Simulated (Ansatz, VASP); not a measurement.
## Two plane-wave programs on GaP

Contents of INCAR:

```
SYSTEM = GaP
PREC = Accurate ; ENCUT = 520
EDIFF = 1E-8 ; ISMEAR = -1
SIGMA = 0.05 ; LREAL = .False.
LASPH = .True. ; NELM = 80
ALGO = Normal ; ISIF = 2
LWAVE = .False. ; LCHARG = .False.
GGA = PE ; LEFG = .True.
NBANDS = 16
```

File KPOINTS:

```
Automatic mesh
0
Gamma
  10 10 10
  0 0 0
```

POSCAR

```
GaP
1.0
    0.0000000000      2.6700902952      2.6700902952
    2.6700902952      0.0000000000      2.6700902952
    2.6700902952      2.6700902952      0.0000000000
Ga P
1 1
Direct
    0.0000000000      0.0000000000      0.0000000000
    0.7500000000      0.7500000000      0.7500000000
```

Input for Ansatz:

```yaml
crystal:
  lattice:
    - [0.0, 2.6700902952, 2.6700902952]
    - [2.6700902952, 0.0, 2.6700902952]
    - [2.6700902952, 2.6700902952, 0.0]
  atoms:
    - { symbol: Ga, position: [0.0, 0.0, 0.0] }
    - { symbol: P, position: [0.75, 0.75, 0.75] }
kpoints:
  mp_grid: { grid: [10, 10, 10] }
scf:
  occupations: { method: fermi_dirac, width: 0.05 }
hamiltonian:
  xc: pbe
  pseudopotentials: { kind: paw }
output:
  forces: true
  stress: true
  eigenvalues: true
  efg: { contact_densities: true }
```

Change from the starting cell: volume scaled by 0.9405, PAW files.

Alike in both runs: task electric field gradients; functional PBE; k mesh 10 × 10 × 10; occupations fermi-dirac, width 0.05 eV; no spin polarisation.

```csv
,VASP,Ansatz
version,VASP 6.6.1,Ansatz 0.2.0
potentials or method,"VASP PAW PBE potentials, release 64 (Ga_d, P)","PAW with Ansatz's default frozen-core files, scalar-relativistic"
plane-wave cutoff (eV),520,420
valence electrons in the cell,18,18
```

```csv
,VASP,Ansatz,Ansatz less VASP
pressure (GPa),8.6,8.7,+0.07
```
